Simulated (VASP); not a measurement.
# Fe (Im-3m) in VASP: further runs

Fe is run at these levels: PBEsol; tasks: single point.

All numbers are computed with VASP 6.6.1; they aren't measurements. Logs are shortened: lines on timing, memory, paths and dates and some standing lists are left out, and cuts for length are marked.

### 1 The cell of the first run

It takes space group Im-3m (No. 229, cubic). Conventional cell: a = 2.790 Å, b = 2.790 Å, c = 2.790 Å, α = 90.00°, β = 90.00°, γ = 90.00°. Within 3.2 Å of Fe (site symmetry m-3m) lie 14 Fe at 2.42 to 2.79 Å.

### 2 Single point, PBEsol, collinear spin, ferromagnetic start

INCAR

```
  ALGO = Normal
  EDIFF = 1E-6
  ENCUT = 520
  GGA = PS
  ISIF = 2
  ISMEAR = 0
  ISPIN = 2
  LASPH = True
  LCHARG = True
  LELF = True
  LMAXMIX = 4
  LORBIT = 11
  LREAL = False
  LVHAR = True
  LWAVE = False
  MAGMOM = 2.5 2.5
  NBANDS = 19
  NELM = 150
  PREC = Accurate
  SIGMA = 0.05
```

KPOINTS

```
k-points
0
Gamma
  16 16 10
```

POSCAR

```
Fe
1.0
    1.3949057342     -1.3949057342      1.3949057342
   -1.3949057342      1.3949057342      1.3949057342
   -2.7898114684     -2.7898114684      0.0000000000
Fe
2
Direct
    0.0000000000      0.0000000000      0.0000000000
    0.5000000000      0.5000000000      0.5000000000
```

Potentials or basis: VASP PAW PBE potentials, release 64 (Fe).

Launch:

```console
> cat potpaw_PBE.64/Fe/POTCAR > POTCAR
> mpirun -np 1 vasp_std > vasp.out
```

OUTCAR:

```text
EDIFF = 1E-6
   ENCUT = 520
   GGA = PS
   ISIF = 2
   ISMEAR = 0
   ISPIN = 2
   LASPH = True
   LORBIT = 11
   LREAL = False
   NELM = 150
   PREC = Accurate

 ion  position               nearest neighbor table
   1  0.000  0.000  0.000-   2 2.42   2 2.42   2 2.42   2 2.42   2 2.79   2 2.79   2 2.79   2 2.79

   2  0.500  0.500  0.500-   1 2.42   1 2.42   1 2.42   1 2.42   1 2.79   1 2.79   1 2.79   1 2.79

  LATTYP: Found a base centered orthorhombic cell.
 ALAT       =     2.7898114684
 B/A-ratio  =     1.4142135624
 C/A-ratio  =     1.4142135624

  Lattice vectors:

 A1 = (   1.3949057342,  -1.3949057342,   1.3949057342)
 A2 = (  -1.3949057342,   1.3949057342,   1.3949057342)
 A3 = (  -2.7898114684,  -2.7898114684,   0.0000000000)

Analysis of symmetry for initial positions (statically):
=====================================================================
 Subroutine PRICEL returns following result:

  LATTYP: Found a body centered cubic cell.
 ALAT       =     2.7898114684

  Lattice vectors:

 A1 = (   1.3949057342,  -1.3949057342,  -1.3949057342)
 A2 = (   1.3949057342,   1.3949057342,   1.3949057342)
 A3 = (  -1.3949057342,  -1.3949057342,   1.3949057342)

   2 primitive cells build up your supercell.

 Routine SETGRP: Setting up the symmetry group for a
 base centered orthorhombic supercell.

 Subroutine GETGRP returns: Found  8 space group operations
 (whereof  8 operations were pure point group operations)
 out of a pool of  8 trial point group operations.

The static configuration has the point symmetry D_2h.

Analysis of symmetry for dynamics (positions and initial velocities):
=====================================================================
 Subroutine PRICEL returns following result:

  LATTYP: Found a body centered cubic cell.
 ALAT       =     2.7898114684

  Lattice vectors:

 A1 = (   1.3949057342,  -1.3949057342,  -1.3949057342)
 A2 = (   1.3949057342,   1.3949057342,   1.3949057342)
 A3 = (  -1.3949057342,  -1.3949057342,   1.3949057342)

   2 primitive cells build up your supercell.

 Routine SETGRP: Setting up the symmetry group for a
 base centered orthorhombic supercell.

 Subroutine GETGRP returns: Found  8 space group operations
 (whereof  8 operations were pure point group operations)
 out of a pool of  8 trial point group operations.

The dynamic configuration has the point symmetry D_2h.

Analysis of structural, dynamic, and magnetic symmetry:
=====================================================================
 Subroutine PRICEL returns following result:

  LATTYP: Found a body centered cubic cell.
 ALAT       =     2.7898114684

  Lattice vectors:

 A1 = (   1.3949057342,  -1.3949057342,  -1.3949057342)
 A2 = (   1.3949057342,   1.3949057342,   1.3949057342)
 A3 = (  -1.3949057342,  -1.3949057342,   1.3949057342)

   2 primitive cells build up your supercell.

 Routine SETGRP: Setting up the symmetry group for a
 base centered orthorhombic supercell.

 Subroutine GETGRP returns: Found  8 space group operations
 (whereof  8 operations were pure point group operations)
 out of a pool of  8 trial point group operations.

The overall configuration has the point symmetry D_2h.

 Subroutine INISYM returns: Found  8 space group operations
 (whereof  8 operations are pure point group operations),
 and found     2 'primitive' translations

----------------------------------------------------------------------------------------

                                     Primitive cell

  volume of cell :      10.8566

  direct lattice vectors                    reciprocal lattice vectors
     1.394905734 -1.394905734 -1.394905734     0.358447161 -0.358447161  0.000000000
     1.394905734  1.394905734  1.394905734     0.358447161  0.000000000  0.358447161
    -1.394905734 -1.394905734  1.394905734     0.000000000 -0.358447161  0.358447161

  length of vectors
     2.416047603  2.416047603  2.416047603     0.506920836  0.506920836  0.506920836

  position of ions in fractional coordinates (direct lattice)
     0.000000000  0.000000000  0.000000000

  ion indices of the primitive-cell ions
   primitive index   ion index
                 1           1

----------------------------------------------------------------------------------------

 KPOINTS: k-points

Automatic generation of k-mesh.
 Grid dimensions read from file:
 generate k-points for:   16   16   10

 Generating k-lattice:

  Cartesian coordinates                     Fractional coordinates (reciprocal lattice)
     0.011201474 -0.011201474  0.022402948     0.062500000  0.000000000  0.000000000
    -0.011201474  0.011201474  0.022402948     0.000000000  0.062500000  0.000000000
    -0.017922358 -0.017922358  0.000000000     0.000000000  0.000000000  0.100000000

  Length of vectors
     0.027437895  0.027437895  0.025346042

  Shift w.r.t. Gamma in fractional coordinates (k-lattice)
     0.000000000  0.000000000  0.000000000

 Subroutine IBZKPT returns following result:
 ===========================================

 Found    438 irreducible k-points:

 Following reciprocal coordinates:
            Coordinates               Weight
  0.000000  0.000000  0.000000      1.000000
  0.062500  0.000000  0.000000      4.000000
  0.125000  0.000000  0.000000      4.000000
  0.187500  0.000000  0.000000      4.000000
  0.250000  0.000000  0.000000      4.000000
  0.312500  0.000000  0.000000      4.000000
[... 16 lines left out ...]
 -0.125000  0.062500  0.000000      4.000000
 -0.062500  0.062500  0.000000      2.000000
 [... further k-points ...]
   k-points           NKPTS =    438   k-points in BZ     NKDIM =    438   number of bands    NBANDS=     19
   number of dos      NEDOS =    301   number of ions     NIONS =      2
   total plane-waves  NPLWV =   9720
   dimension x,y,z NGX =    18 NGY =   18 NGZ =   30
   dimension x,y,z NGXF=    36 NGYF=   36 NGZF=   60
   ions per type =               2
   NGX,Y,Z   is equivalent  to a cutoff of  12.39, 12.39, 12.64 a.u.
   NGXF,Y,Z  is equivalent  to a cutoff of  24.77, 24.77, 25.28 a.u.
 SYSTEM =  unknown system
   PREC   = accura    normal or accurate (medium, high low for compatibility)
   ISTART =      0    job   : 0-new  1-cont  2-samecut
   ICHARG =      2    charge: 1-file 2-atom 10-const
   ISPIN  =      2    spin polarized calculation?
   LNONCOLLINEAR =      F non collinear calculations
   LSORBIT =      F    spin-orbit coupling
   LASPH  =      T    aspherical Exc in radial PAW
   ENCUT  =  520.0 eV  38.22 Ry    6.18 a.u.   4.49  4.49  7.34*2*pi/ulx,y,z
   NELM   =    150;   NELMIN=  2; NELMDL= -5     # of ELM steps
   EDIFF  = 0.1E-05   stopping-criterion for ELM
   LREAL  =      F    real-space projection
   EDIFFG = 0.1E-04   stopping-criterion for IOM
   NSW    =      0    number of steps for IOM
   IBRION =     -1    ionic relax: 0-MD 1-quasi-New 2-CG
   NFREE  =      0    steps in history (QN), initial steepest desc. (CG)
   ISIF   =      2    stress and relaxation
   ISYM   =      2    0-nonsym 1-usesym 2-fastsym
   POTIM  = 0.5000    time-step for ionic-motion
   TEBEG  =    0.0;   TEEND  =   0.0 temperature during run
   PSTRESS=    0.0 pullay stress
   NELECT =      16.0000    total number of electrons
   NUPDOWN=      -1.0000    fix difference up-down
   EMIN   =  10.00;   EMAX   =-10.00  energy-range for DOS
   EFERMI =   0.00;   METHOD = LEGACY
   ISMEAR =     0;   SIGMA  =   0.05  broadening in eV -4-tet -1-fermi 0-gaus
   EFERMI_NEDOS =   21; number of points for ismear=-14 and -15
   IALGO  =     38    algorithm
   IMIX   =      4    mixing-type and parameters
     AMIX     =   0.40;   BMIX     =  1.00
     AMIX_MAG =   1.60;   BMIX_MAG =  1.00
  volume/ion in A,a.u.               =      10.86        73.26
  Fermi-wavevector in a.u.,A,eV,Ry     =   1.478677  2.794294 29.748942  2.186486
  Thomas-Fermi vector in A             =   2.592929
   LORBIT       =     11    0 simple, 1 ext, 2 COOP (PROOUT), +10 PAW based schemes
   GGA     = PS    functional components
   LHFCALC =     F    Hartree Fock is set to
   AEXX    =    0.0000 exact exchange contribution
   IVDW    =     0    specifies the selected vdW correction
   LEPSILON=     F    determine dielectric tensor
   LRPA    =     F    only Hartree local field effects (RPA)
 spin polarized calculation
 Gauss-broadening in eV      SIGMA  =   0.05
  energy-cutoff  :      520.00
  volume of cell :       21.71
 maximum number of plane-waves:       611
 NGX is ok and might be reduce to    18
   NGX =  9   NGY =  9   NGZ = 15

 number of electron      16.0000010 magnetization       4.2074983

 Free energy of the ion-electron system (eV)
  ---------------------------------------------------
  ext. energy  EPLUGINS =         0.00000000
  ---------------------------------------------------
  free energy    TOTEN  =       -17.83588174 eV

  energy without entropy =      -17.83322346  energy(sigma->0) =      -17.83455260

 E-fermi :   6.1761     XC(G=0): -13.5386

 val. band max:        6.1757074764   @ k =   0.4375   0.4375   0.3000
 cond. band min:       6.1776312984   @ k =   0.0000   0.0000   0.1000
 fundamental gap:      0.0019238220
 Fermi energy:         6.1760565295

 spin component 1

 k-point     1 :       0.0000    0.0000    0.0000
  band No.  band energies     occupation
      1      -2.6475      1.00000
      2       0.9462      1.00000
      3       2.5856      1.00000
      4       3.7539      1.00000
      5       3.7562      1.00000
      6       3.7592      1.00000
[... 505 lines left out ...]
      6       3.8529      1.00000
[... 11 lines left out ...]
     18      31.4222      0.00000
     19      31.5145      0.00000

 [... further k-points ...]

 spin component 2

 k-point     1 :       0.0000    0.0000    0.0000
  band No.  band energies     occupation
      1      -2.3810      1.00000
      2       2.1981      1.00000
      3       4.2274      1.00000
      4       5.5869      1.00000
      5       5.5876      1.00000
      6       5.5921      1.00000
[... 505 lines left out ...]
      6       5.6885      1.00000
[... 11 lines left out ...]
     18      31.4032      0.00000
     19      32.1057      0.00000

 [... further k-points ...]

------------------------ aborting loop because EDIFF is reached ----------------------------------------

  FORCE on cell =-STRESS in cart. coord.  units (eV):
  Direction    XX          YY          ZZ          XY          YZ          ZX
  --------------------------------------------------------------------------------------
  -------------------------------------------------------------------------------------
  Total       -0.1430184     -0.1430184     -0.1437680     -0.0198424     -0.0000000      0.0000000
  in kB      -10.5530482    -10.5530482    -10.6083599     -1.4641284     -0.0000000      0.0000000
  external PRESSURE =     -10.5714854 kB  Pullay stress =       0.0000000 kB

 VOLUME and BASIS-vectors are now :
 -----------------------------------------------------------------------------
  energy-cutoff  :      520.00
  volume of cell :       21.71
      direct lattice vectors                 reciprocal lattice vectors
     1.394905734 -1.394905734  1.394905734     0.179223580 -0.179223580  0.358447161
    -1.394905734  1.394905734  1.394905734    -0.179223580  0.179223580  0.358447161
    -2.789811468 -2.789811468  0.000000000    -0.179223580 -0.179223580  0.000000000

 POSITION                                       TOTAL-FORCE (eV/Angst)
 -----------------------------------------------------------------------------------
      0.00000      0.00000      0.00000         0.000000      0.000000     -0.000000
     -1.39491     -1.39491      1.39491        -0.000000     -0.000000      0.000000
 -----------------------------------------------------------------------------------
    total drift:                                0.000000     -0.000000     -0.000000

  FREE ENERGIE OF THE ION-ELECTRON SYSTEM (eV)
  ---------------------------------------------------
  free  energy   TOTEN  =       -17.8358817376 eV

  energy  without entropy=      -17.8332234610  energy(sigma->0) =      -17.83455260

 total charge

# of ion       s       p       d       tot
------------------------------------------
    1        0.510   0.586   6.276   7.371
    2        0.510   0.586   6.276   7.371
--------------------------------------------------
tot          1.019   1.171  12.552  14.743

 magnetization (x)

# of ion       s       p       d       tot
------------------------------------------
    1       -0.013  -0.048   2.147   2.086
    2       -0.013  -0.048   2.147   2.086
--------------------------------------------------
tot         -0.025  -0.097   4.293   4.171
```

Run time: 6.1 min. Hardware: 1 thread of Oxide Virtual Turin-like, shared host; peak memory 0.3 GiB.

What came out:

```
Free energy                                           : -17.8359 eV
Pressure                                              : -1.1 GPa
Net moment                                            : 4.21 μB per cell
Site moments                                          : Fe +2.09 μB
Valence electrons inside the program's atomic spheres : Fe 7.37
```

Stress tensor (GPa, compression positive):
```
-1.06 -0.15  0.00
-0.15 -1.06  0.00
 0.00  0.00 -1.06
```

Caveat: the PAW data sets were made with another functional, which shifts forces and pressure a little.

### 3 Single point, PBEsol, collinear spin, antiferromagnetic start

INCAR

```
SYSTEM = Fe
PREC     = Accurate       ! precision mode
ENCUT    = 520            ! plane-wave cutoff, eV
EDIFF    = 1E-6           ! SCF threshold, eV
ISMEAR   = 0              ! smearing method
SIGMA    = 0.05           ! smearing width, eV
LREAL    = .False.        ! projectors in reciprocal space
LASPH    = .True.         ! aspherical terms in the spheres
NELM     = 150            ! most SCF steps
ALGO     = Normal         ! electronic algorithm
ISIF     = 2              ! what is computed and relaxed
LWAVE    = .False.        ! write WAVECAR
LCHARG   = .False.        ! write CHGCAR
ISPIN    = 2              ! spin polarisation
MAGMOM   = 2.5 -2.5       ! initial moments
LORBIT   = 11             ! projections on sites
LMAXMIX  = 4              ! l up to which the mixer works
GGA      = PS             ! functional
NBANDS   = 19             ! bands
```

KPOINTS

```
regular mesh
0
Gamma
  16 16 10
  0 0 0
```

POSCAR is that of step 2.

Potentials or basis: VASP PAW PBE potentials, release 64 (Fe).

Launch:

```console
> cat potpaw_PBE.64/Fe/POTCAR > POTCAR
> mpirun -np 1 vasp_std > vasp.out
```

Wall time 6.1 min (1 thread of Oxide Virtual Turin-like, shared host); peak memory 0.31 GiB.

The run converged. Its results:

- Free energy: -17.4289 eV
- Pressure: -4.7 GPa
- Band gap on the k mesh: zero (filled and empty bands overlap)
- Net moment: 0.00 μB per cell
- Site moments: Fe +1.80, -1.80 μB
- Valence electrons inside the program's atomic spheres: Fe 7.37

Stress tensor (GPa, compression positive):
```
-8.75  6.74  0.00
 6.74 -8.75  0.00
 0.00  0.00  3.52
```

Levels at points of the mesh, in eV from the Fermi level:
Spin up:
```tsv
k point	band 4	band 5	band 6	band 7	band 8	band 9	band 10	band 11	band 12	band 13
(0.00, 0.00, 0.00)	-2.05	-1.95	-1.51	-1.18	-0.90	0.27	0.93	1.11	1.43	8.13
(0.50, 0.00, 0.00)	-2.96	-2.36	-1.93	-1.33	-0.75	0.71	1.36	2.45	3.47	11.36
(0.50, 0.50, 0.00)	-3.23	-0.18	0.25	0.29	0.34	1.03	1.05	1.87	8.13	10.07
(0.00, 0.00, 0.50)	-2.71	-1.80	-1.44	-1.38	-1.30	-1.20	0.39	0.75	1.06	16.21
(0.50, 0.00, 0.50)	-2.81	-0.93	-0.93	0.24	0.37	0.59	1.07	1.12	1.71	8.03
(0.50, 0.50, 0.50)	-2.68	-2.21	-1.48	-0.67	0.01	0.36	1.86	5.35	5.74	8.08
```
Spin down:
```csv
k point,band 4,band 5,band 6,band 7,band 8,band 9,band 10,band 11,band 12,band 13
"(0.00, 0.00, 0.00)",-2.05,-1.95,-1.51,-1.18,-0.90,0.27,0.93,1.11,1.43,8.13
"(0.50, 0.00, 0.00)",-2.96,-2.36,-1.93,-1.33,-0.75,0.71,1.36,2.45,3.47,11.36
"(0.50, 0.50, 0.00)",-3.23,-0.18,0.25,0.29,0.34,1.03,1.05,1.87,8.13,10.07
"(0.00, 0.00, 0.50)",-2.71,-1.80,-1.44,-1.38,-1.30,-1.20,0.39,0.75,1.06,16.21
"(0.50, 0.00, 0.50)",-2.81,-0.93,-0.93,0.24,0.37,0.59,1.07,1.12,1.71,8.03
"(0.50, 0.50, 0.50)",-2.68,-2.21,-1.48,-0.67,0.01,0.36,1.86,5.35,5.74,8.08
```

Caveat: the stress differs along the axes, from -9 to 4 GPa; the antiferromagnetic order is the one typed at the start, and another may lie lower; the PAW data sets were made with another functional, which shifts forces and pressure a little.
